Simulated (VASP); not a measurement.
# Mo (Im-3m) in VASP: notebook

Runs on Mo. Level: PBEsol. Tasks: single point, relaxation of cell and atoms.

Program: VASP 6.6.1. These are calculated values, not measurements. Logs are shortened: lines on timing, memory, paths and dates and some standing lists are left out, and cuts for length are marked.

### 1 The cell of the first run

The structure is cubic, space group Im-3m (No. 229). The conventional cell has a = 3.132 Å, b = 3.132 Å, c = 3.132 Å, α = 90.00°, β = 90.00°, γ = 90.00°. Within 3.6 Å of Mo (site symmetry m-3m) lie 14 Mo at 2.71 to 3.13 Å.

### 2 Single point, PBEsol

Contents of INCAR:

```
  ALGO = Fast
  EDIFF = 1E-7
  ENCUT = 520
  GGA = PS
  ISIF = 2
  ISMEAR = 0
  LASPH = T
  LCHARG = F
  LREAL = F
  LWAVE = F
  NBANDS = 13
  NELM = 60
  PREC = Accurate
  SIGMA = 0.1
```

Contents of KPOINTS:

```
k-points
0
Gamma
  8 8 8
```

Contents of POSCAR:

```
Mo
1.0
   -1.5658765992      1.5658765992      1.5658765992
    1.5658765992     -1.5658765992      1.5658765992
    1.5658765992      1.5658765992     -1.5658765992
Mo
1
Direct
    0.0000000000      0.0000000000      0.0000000000
```

Potentials or basis: VASP PAW PBE potentials, release 64 (Mo_sv).

Command:

```bash
> cat potpaw_PBE.64/Mo_sv/POTCAR > POTCAR
> mpirun -np 1 vasp_std > vasp.out
```

OUTCAR:

```text
EDIFF = 1E-7
   ENCUT = 520
   GGA = PS
   ISIF = 2
   ISMEAR = 0
   LASPH = T
   LREAL = F
   NELM = 60
   PREC = Accurate

 ion  position               nearest neighbor table
   1  0.000  0.000  0.000-

  LATTYP: Found a body centered cubic cell.
 ALAT       =     3.1317531984

  Lattice vectors:

 A1 = (  -1.5658765992,   1.5658765992,   1.5658765992)
 A2 = (   1.5658765992,  -1.5658765992,   1.5658765992)
 A3 = (   1.5658765992,   1.5658765992,  -1.5658765992)

Analysis of symmetry for initial positions (statically):
=====================================================================
 Subroutine PRICEL returns:
 Original cell was already a primitive cell.

 Routine SETGRP: Setting up the symmetry group for a
 body centered cubic supercell.

 Subroutine GETGRP returns: Found 48 space group operations
 (whereof 48 operations were pure point group operations)
 out of a pool of 48 trial point group operations.

The static configuration has the point symmetry O_h .

Analysis of symmetry for dynamics (positions and initial velocities):
=====================================================================
 Subroutine PRICEL returns:
 Original cell was already a primitive cell.

 Routine SETGRP: Setting up the symmetry group for a
 body centered cubic supercell.

 Subroutine GETGRP returns: Found 48 space group operations
 (whereof 48 operations were pure point group operations)
 out of a pool of 48 trial point group operations.

The dynamic configuration has the point symmetry O_h .

 Subroutine INISYM returns: Found 48 space group operations
 (whereof 48 operations are pure point group operations),
 and found     1 'primitive' translations

----------------------------------------------------------------------------------------

                                     Primitive cell

  volume of cell :      15.3579

  direct lattice vectors                    reciprocal lattice vectors
    -1.565876599  1.565876599  1.565876599     0.000000000  0.319309964  0.319309964
     1.565876599 -1.565876599  1.565876599     0.319309964  0.000000000  0.319309964
     1.565876599  1.565876599 -1.565876599     0.319309964  0.319309964  0.000000000

  length of vectors
     2.712177828  2.712177828  2.712177828     0.451572481  0.451572481  0.451572481

  position of ions in fractional coordinates (direct lattice)
     0.000000000  0.000000000  0.000000000

  ion indices of the primitive-cell ions
   primitive index   ion index
                 1           1

----------------------------------------------------------------------------------------

 KPOINTS: k-points

Automatic generation of k-mesh.
 Grid dimensions read from file:
 generate k-points for:    8    8    8

 Generating k-lattice:

  Cartesian coordinates                     Fractional coordinates (reciprocal lattice)
     0.000000000  0.039913745  0.039913745     0.125000000  0.000000000  0.000000000
     0.039913745  0.000000000  0.039913745     0.000000000  0.125000000  0.000000000
     0.039913745  0.039913745  0.000000000     0.000000000  0.000000000  0.125000000

  Length of vectors
     0.056446560  0.056446560  0.056446560

  Shift w.r.t. Gamma in fractional coordinates (k-lattice)
     0.000000000  0.000000000  0.000000000

 Subroutine IBZKPT returns following result:
 ===========================================

 Found     29 irreducible k-points:

 Following reciprocal coordinates:
            Coordinates               Weight
  0.000000  0.000000  0.000000      1.000000
  0.125000  0.000000  0.000000     12.000000
  0.250000  0.000000  0.000000     12.000000
  0.375000  0.000000  0.000000     12.000000
  0.500000  0.000000  0.000000      6.000000
  0.125000  0.125000  0.000000     24.000000
[... 16 lines left out ...]
 -0.250000  0.250000  0.250000      6.000000
 -0.375000  0.375000  0.250000     24.000000
 [... further k-points ...]
   k-points           NKPTS =     29   k-points in BZ     NKDIM =     29   number of bands    NBANDS=     13
   number of dos      NEDOS =    301   number of ions     NIONS =      1
   total plane-waves  NPLWV =   8000
   dimension x,y,z NGX =    20 NGY =   20 NGZ =   20
   dimension x,y,z NGXF=    40 NGYF=   40 NGZF=   40
   ions per type =               1
   NGX,Y,Z   is equivalent  to a cutoff of  12.26, 12.26, 12.26 a.u.
   NGXF,Y,Z  is equivalent  to a cutoff of  24.52, 24.52, 24.52 a.u.
 SYSTEM =  unknown system
   PREC   = accura    normal or accurate (medium, high low for compatibility)
   ISTART =      0    job   : 0-new  1-cont  2-samecut
   ICHARG =      2    charge: 1-file 2-atom 10-const
   ISPIN  =      1    spin polarized calculation?
   LNONCOLLINEAR =      F non collinear calculations
   LSORBIT =      F    spin-orbit coupling
   LASPH  =      T    aspherical Exc in radial PAW
   ENCUT  =  520.0 eV  38.22 Ry    6.18 a.u.   5.04  5.04  5.04*2*pi/ulx,y,z
   NELM   =     60;   NELMIN=  2; NELMDL= -5     # of ELM steps
[... 60 lines left out ...]
      3     -21.6947      2.00000
      4     -21.6947      2.00000
      5       5.4078      2.00000
      6      11.3474      2.00000
      7      11.3474      2.00000
      8      11.3474      2.00000
      9      14.4278      0.00000
     10      14.4278      0.00000
     11      27.5849      0.00000
     12      27.5849      0.00000
     13      27.5849      0.00000

 k-point     2 :       0.1250    0.0000    0.0000
  band No.  band energies     occupation
      1     -48.4089      2.00000
      2     -21.9273      2.00000
      3     -21.7664      2.00000
      4     -21.6966      2.00000
      5       6.0819      2.00000
      6      10.9715      2.00000
      7      11.2526      2.00000
      8      12.0058      2.00000
      9      13.9782      0.00000
     10      14.4459      0.00000
     11      28.0214      0.00000
     12      28.7492      0.00000
     13      28.7973      0.00000

 k-point     3 :       0.2500    0.0000    0.0000
  band No.  band energies     occupation
      1     -48.3084      2.00000
      2     -22.4671      2.00000
      3     -21.9360      2.00000
      4     -21.7013      2.00000
      5       7.3995      2.00000
      6      10.1800      2.00000
      7      11.1470      2.00000
      8      13.8345      0.00000
      9      13.8921      0.00000
     10      14.5934      0.00000
     11      27.6208      0.00000
     12      29.1391      0.00000
     13      31.8360      0.00000

 k-point     4 :       0.3750    0.0000    0.0000
  band No.  band energies     occupation
      1     -48.2062      2.00000
      2     -22.9803      2.00000
      3     -22.1010      2.00000
      4     -21.7062      2.00000
      5       7.5209      2.00000
      6       9.5053      2.00000
      7      12.7655      0.03874
      8      14.4203      0.00000
      9      14.9144      0.00000
     10      16.2639      0.00000
     11      25.6605      0.00000
     12      26.3789      0.00000
     13      32.5146      0.00000

 k-point     5 :       0.5000    0.0000    0.0000
  band No.  band energies     occupation
      1     -48.1633      2.00000
      2     -23.1861      2.00000
      3     -22.1681      2.00000
      4     -21.7083      2.00000
      5       7.2895      2.00000
      6       9.2514      2.00000
      7      14.4235      0.00000
      8      14.4726      0.00000
      9      15.1159      0.00000
     10      17.6532      0.00000
     11      24.6576      0.00000
     12      24.7183      0.00000
     13      30.2620      0.00000
[... 257 lines left out ...]
 k-point    22 :       0.2500    0.2500    0.2500
  band No.  band energies     occupation
      1     -48.1408      2.00000
      2     -22.4527      2.00000
      3     -22.4527      2.00000
      4     -22.4527      2.00000
      5      10.0803      2.00000
      6      10.0803      2.00000
      7      10.0803      2.00000
      8      15.2454      0.00000
      9      15.2454      0.00000
     10      22.4536      0.00000
     11      24.5040      0.00000
     12      24.5040      0.00000
     13      24.5040      0.00000

 k-point    23 :      -0.2500    0.2500    0.2500
  band No.  band energies     occupation
      1     -48.1875      2.00000
      2     -22.4963      2.00000
      3     -22.1986      2.00000
      4     -22.1986      2.00000
      5       8.9441      2.00000
      6       9.9644      2.00000
      7      12.1100      2.00000
      8      12.1100      2.00000
      9      13.6397      0.00000
     10      16.2572      0.00000
     11      28.0464      0.00000
     12      31.3108      0.00000
     13      31.6712      0.00000

 k-point    24 :      -0.3750    0.3750    0.2500
  band No.  band energies     occupation
      1     -48.1004      2.00000
      2     -22.8020      2.00000
      3     -22.3775      2.00000
      4     -22.2434      2.00000
      5       8.6915      2.00000
      6       9.2850      2.00000
      7      12.1023      2.00000
      8      12.9556      0.00000
      9      15.7221      0.00000
     10      17.8534      0.00000
     11      26.7735      0.00000
     12      28.8382      0.00000
     13      29.8536      0.00000

 [... further k-points ...]

------------------------ aborting loop because EDIFF is reached ----------------------------------------

  FORCE on cell =-STRESS in cart. coord.  units (eV):
  Direction    XX          YY          ZZ          XY          YZ          ZX
  --------------------------------------------------------------------------------------
  -------------------------------------------------------------------------------------
  Total        0.0507496      0.0507496      0.0507496      0.0000000     -0.0000000      0.0000000
  in kB        5.2943254      5.2943254      5.2943254      0.0000000     -0.0000000      0.0000000
  external PRESSURE =       5.2943254 kB  Pullay stress =       0.0000000 kB

 VOLUME and BASIS-vectors are now :
 -----------------------------------------------------------------------------
  energy-cutoff  :      520.00
  volume of cell :       15.36
      direct lattice vectors                 reciprocal lattice vectors
    -1.565876599  1.565876599  1.565876599     0.000000000  0.319309964  0.319309964
     1.565876599 -1.565876599  1.565876599     0.319309964  0.000000000  0.319309964
     1.565876599  1.565876599 -1.565876599     0.319309964  0.319309964  0.000000000

 POSITION                                       TOTAL-FORCE (eV/Angst)
 -----------------------------------------------------------------------------------
      0.00000      0.00000      0.00000        -0.000000      0.000000      0.000000
 -----------------------------------------------------------------------------------
    total drift:                                0.000000     -0.000000      0.000000

  FREE ENERGIE OF THE ION-ELECTRON SYSTEM (eV)
  ---------------------------------------------------
  free  energy   TOTEN  =       -11.7561178103 eV

  energy  without entropy=      -11.7514445468  energy(sigma->0) =      -11.75378118
```

Run time: 12 s. Hardware: 1 thread of AMD EPYC 7R13, shared host; peak memory 0.09 GiB.

Results:

```
Free energy            : -11.7561 eV
Pressure               : 0.5 GPa
Band gap on the k mesh : zero (bands 7 and 8 overlap by 5.51 eV)
```

Levels at points of the mesh, in eV from the Fermi level:
```tsv
k point	band 4	band 5	band 6	band 7	band 8	band 9	band 10	band 11
(0.00, 0.00, 0.00)	-34.31	-7.21	-1.27	-1.27	-1.27	1.81	1.81	14.97
(0.50, 0.00, 0.00)	-34.33	-5.33	-3.37	1.80	1.85	2.50	5.03	12.04
(0.50, 0.50, 0.50)	-35.34	-5.48	-5.48	4.24	4.24	4.24	9.29	9.29
```

Caveat: the PAW data sets were made with another functional, which shifts forces and pressure a little.

### 3 Relaxation of cell and atoms, PBEsol

This run uses another cell than the first one, of 15.89 Å³/atom.

Contents of INCAR:

```
PREC = Accurate ; ENCUT = 600
EDIFF = 1E-6 ; ISMEAR = 0
SIGMA = 0.1 ; LREAL = False
LASPH = True ; NELM = 100
ALGO = Normal ; ISIF = 3
LWAVE = False ; LCHARG = False
GGA = PS ; IBRION = 2
NSW = 100 ; EDIFFG = -0.05
```

Contents of KPOINTS:

```
Automatic mesh
0
Gamma
  8 8 8
```

Contents of POSCAR:

```
Mo
1.0
   -1.5838089700      1.5838089700      1.5838089700
    1.5838089700     -1.5838089700      1.5838089700
    1.5838089700      1.5838089700     -1.5838089700
Mo
1
Direct
    0.0000000000      0.0000000000      0.0000000000
```

Potentials or basis: VASP PAW PBE potentials, release 64 (Mo_sv).

Command:

```bash
> cat potpaw_PBE.64/Mo_sv/POTCAR > POTCAR
> mpirun -np 1 vasp_std > vasp.out
```

Wall time 27 s (1 thread of AMD EPYC 7R13, shared host); peak memory 0.12 GiB.

Results (log left out):

```yaml
Free_energy: -11.7568 eV
Relaxed_volume: 15.40 Å³/atom
Relaxed_cell: a = 2.715 Å, b = 2.715 Å, c = 2.715 Å, α = 109.47°, β = 109.47°, γ = 109.47°
Space_group_after_relaxing_to_0.1_Å: Im-3m (No. 229)
Energy_gained_by_relaxing: 13.7 meV/atom
Ionic_steps: 3
Pressure_after_relaxing: -0.3 GPa
Band_gap_on_the_k_mesh: zero (bands 7 and 8 overlap by 5.49 eV)
```

The path:
| step | energy change (eV) | largest force (eV/Å) | pressure (GPa) | volume (Å³) |
| --- | --- | --- | --- | --- |
| 1 | 0.0000 | 0.0000 | -8.38 | 15.89 |
| 2 | 0.1003 | 0.0000 | 29.56 | 14.05 |
| 3 | -0.0137 | 0.0000 | -0.34 | 15.40 |

Final structure:
```cif
data_structure
_symmetry_space_group_name_H-M 'P 1'
_symmetry_Int_Tables_number 1
_cell_length_a 2.7148
_cell_length_b 2.7148
_cell_length_c 2.7148
_cell_angle_alpha 109.471
_cell_angle_beta 109.471
_cell_angle_gamma 109.471
_cell_volume 15.40
loop_
_atom_site_label
_atom_site_type_symbol
_atom_site_fract_x
_atom_site_fract_y
_atom_site_fract_z
_atom_site_occupancy
Mo1 Mo 0.00000 0.00000 0.00000 1
```

Levels at points of the mesh, in eV from the Fermi level:
```csv
k point,band 3,band 4,band 5,band 6,band 7,band 8,band 9,band 10,band 11
"(0.00, 0.00, 0.00)",-34.32,-34.32,-7.20,-1.27,-1.27,-1.27,1.80,1.80,14.96
"(0.50, 0.00, 0.00)",-34.79,-34.33,-5.31,-3.35,1.79,1.85,2.49,5.01,12.09
"(0.50, 0.50, 0.50)",-35.34,-35.34,-5.45,-5.45,4.22,4.22,4.22,9.27,9.27
```

Caveat: the PAW data sets were made with another functional, which shifts forces and pressure a little.

### 4 Single point, PBEsol

This run uses another cell than the first one, of 15.32 Å³/atom.

Contents of INCAR:

```
PREC = Accurate ; ENCUT = 520
EDIFF = 1E-6 ; ISMEAR = 0
SIGMA = 0.1 ; LREAL = F
LASPH = T ; NELM = 100
ALGO = Fast ; ISIF = 2
LWAVE = F ; LCHARG = F
GGA = PS ; NBANDS = 13
```

Contents of KPOINTS:

```
Automatic mesh
0
Gamma
  18 18 18
```

Contents of POSCAR:

```
Mo
1.0
   -1.5646699815      1.5646699815      1.5646699815
    1.5646699815     -1.5646699815      1.5646699815
    1.5646699815      1.5646699815     -1.5646699815
Mo
1
Direct
    0.0000000000      0.0000000000      0.0000000000
```

Command:

```bash
> cat potpaw_PBE.64/Mo_sv/POTCAR > POTCAR
> mpirun -np 1 vasp_std > vasp.out
```

Run time: 49 s. Hardware: 1 thread of AMD EPYC 7R13, shared host; peak memory 0.12 GiB.

It converged, with:

* Free energy: -11.7780 eV
* Pressure: 0.6 GPa
* Band gap on the k mesh: zero (bands 7 and 8 overlap by 5.53 eV)

Levels at points of the mesh, in eV from the Fermi level:
```
           k point  band 5  band 6  band 7  band 8  band 9  band 10
(0.00, 0.00, 0.00)   -7.37   -1.43   -1.43   -1.43    1.66     1.66
(0.50, 0.00, 0.00)   -5.49   -3.53    1.66    1.71    2.36     4.90
(0.50, 0.50, 0.50)   -5.64   -5.64    4.11    4.11    4.11     9.16
```

Caveat: the PAW data sets were made with another functional, which shifts forces and pressure a little.

### 5 Relaxation of cell and atoms, PBEsol

Contents of INCAR:

```
SYSTEM = Mo
PREC     = Accurate       ! precision mode
ENCUT    = 600            ! plane-wave cutoff, eV
EDIFF    = 1E-6           ! SCF threshold, eV
ISMEAR   = 0              ! smearing method
SIGMA    = 0.1            ! smearing width, eV
LREAL    = .False.        ! projectors in reciprocal space
LASPH    = .True.         ! aspherical terms in the spheres
NELM     = 60             ! most SCF steps
ALGO     = Normal         ! electronic algorithm
ISIF     = 3              ! what is computed and relaxed
LWAVE    = .False.        ! write WAVECAR
LCHARG   = .False.        ! write CHGCAR
GGA      = PS             ! functional
IBRION   = 2              ! ionic algorithm
NSW      = 100            ! ionic steps
EDIFFG   = -0.005         ! ionic threshold
```

Contents of KPOINTS:

```
Automatic mesh
0
Gamma
  18 18 18
  0 0 0
```

Contents of POSCAR:

```
Mo
1.0
   -1.5658765992      1.5658765992      1.5658765992
    1.5658765992     -1.5658765992      1.5658765992
    1.5658765992      1.5658765992     -1.5658765992
Mo
1
Direct
    0.0000000000      0.0000000000      0.0000000000
```

Command:

```bash
> cat potpaw_PBE.64/Mo_sv/POTCAR > POTCAR
> mpirun -np 1 vasp_std > vasp.out
```

It took 1.9 min on 1 thread of AMD EPYC 7R13, shared host; peak memory 0.15 GiB.

The run converged. Its results:

```
Free energy                           : -11.7782 eV
Relaxed volume                        : 15.35 Å³/atom
Relaxed cell                          : a = 2.712 Å, b = 2.712 Å, c = 2.712 Å, α = 109.47°, β = 109.47°, γ = 109.47°
Space group after relaxing (to 0.1 Å) : Im-3m (No. 229)
Energy gained by relaxing             : 0.0 meV/atom
Ionic steps                           : 3
Pressure after relaxing               : 0.0 GPa
Band gap on the k mesh                : zero (bands 7 and 8 overlap by 5.52 eV)
```

Final structure:
```
CELL_PARAMETERS angstrom
-1.56550 1.56550 1.56550
1.56550 -1.56550 1.56550
1.56550 1.56550 -1.56550
ATOMIC_POSITIONS crystal
Mo 0.00000 0.00000 0.00000
```

Levels at points of the mesh, in eV from the Fermi level:
```tsv
k point	band 5	band 6	band 7	band 8	band 9	band 10
(0.00, 0.00, 0.00)	-7.36	-1.42	-1.42	-1.42	1.66	1.66
(0.50, 0.00, 0.00)	-5.48	-3.52	1.66	1.71	2.35	4.89
(0.50, 0.50, 0.50)	-5.63	-5.63	4.10	4.10	4.10	9.15
```

Caveat: the PAW data sets were made with another functional, which shifts forces and pressure a little.

### 6 The runs side by side

```tsv
task	cell	k mesh	cutoff (eV)	gap on the mesh (eV)	pressure (GPa)	relaxed volume (Å³/atom)
single point	a = 2.712 Å, angles 109.5°, 1 atom	8 × 8 × 8	520	none	0.5	-
relaxation of cell and atoms	relaxed from a = 2.743 Å, angles 109.5°, 1 atom	8 × 8 × 8	600	none	-0.3	15.40
single point	a = 2.710 Å, angles 109.5°, 1 atom	18 × 18 × 18	520	none	0.6	-
relaxation of cell and atoms	relaxed from a = 2.712 Å, angles 109.5°, 1 atom	18 × 18 × 18	600	none	0.0	15.35
```

Alike in all rows: level PBEsol; potentials or basis VASP PAW PBE potentials, release 64 (Mo_sv); no spin polarisation; smearing gaussian 0.1 eV.

Caveats: the PAW data sets were made with another functional, which shifts forces and pressure a little.

Total energies depend on the potentials used, so only differences within one code and one set of settings carry meaning.
